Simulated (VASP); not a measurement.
Runs of VASP 6.6.1 on Ni. It takes space group Fm-3m (No. 225, cubic). The conventional cell has a = 3.517 Å, b = 3.517 Å, c = 3.517 Å, α = 90.00°, β = 90.00°, γ = 90.00°. Ni (site symmetry m-3m) has 12 Ni at 2.49 Å within 3.3 Å. 

```tsv
fixed moment (μB)	pressure (GPa)	moment (μB)
0.96	3.6	0.96
1.68	(a)	1.68
1.2	6.8	1.20
-	0.7	(b)
1.44	11.2	1.44
```

Alike in all rows: task single point; level PBE; potentials or basis VASP PAW PBE potentials, release 64 (Ni); spin collinear, ferromagnetic start; cell as given; k mesh 12 × 12 × 12; cutoff (eV) 520; smearing fermi-dirac 0.1 eV.

Fill in the values left out.

(a) 16.8; (b) 0.63.

Caveats: the total moment is fixed, so each spin has its own Fermi level (some runs).
